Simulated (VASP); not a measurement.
A run of VASP 6.6.1 is set up as follows.

File INCAR:

```
  ALGO = Normal
  EDIFF = 1E-7
  ENCUT = 520
  GGA = PE
  ISIF = 2
  ISMEAR = -1
  LASPH = T
  LCHARG = F
  LREAL = Auto
  LWAVE = F
  NBANDS = 88
  NELM = 60
  PREC = Accurate
  SIGMA = 0.15
```

File KPOINTS:

```
k-points
0
Gamma
  2 2 1
```

File POSCAR:

```
In8Sb9
1.0
    9.1735790000      0.0000000000      0.0000000000
    0.0000000000      6.4867000000      0.0000000000
    0.0000000000      0.0000000000     18.8801840000
In Sb
8 9
Direct
    0.0000000000      0.0000000000      0.0529655855
    0.7516041449      0.5696270831      0.1891030299
    0.2465995006      0.5651718131      0.1882238012
    0.5000011446      0.0000000000      0.0529655855
    0.4982788070      0.0747992045      0.2999388142
    0.2555600164      0.5440054265      0.4292754774
    0.7394060704      0.5321504000      0.4269714744
    0.0000000000      0.1041207394      0.3098115993
   -0.0018422472      0.2985647556      0.1720163320
    0.2500005723      0.7499961460      0.0529655855
    0.7500017169      0.7499961460      0.0529655855
    0.5000338472      0.3030662741      0.1737059342
    0.5017888874      0.1892025221      0.4498049383
    0.7549071088      0.8189217938      0.3111357389
    0.2433074376      0.8178118304      0.3097003716
    0.0001417113      0.2907950113      0.4498261246
    0.4963602537      0.5741902662      0.5257205120
```

Potentials or basis: VASP PAW PBE potentials, release 64 (In_d, Sb).

Launch:

```bash
$ cat potpaw_PBE.64/In_d/POTCAR potpaw_PBE.64/Sb/POTCAR > POTCAR
$ mpirun -np 1 vasp_std > vasp.out
```

(1) Estimate the largest force.

(2) What does it give for the band gap on the k mesh?

Results:

(1) 0.872 eV/Å.

(2) zero (an odd number of electrons rules out a gap without spin polarisation).

Caveat: the k points lie up to 0.48 Å⁻¹ apart, too coarse for converged energies and pressures of a metal; there is no dipole correction, which matters where the two faces differ; spin-orbit coupling is left out, which moves the levels of the heavy elements; an odd number of electrons without spin polarisation forces a metal; a magnetic or distorted state may lie lower.
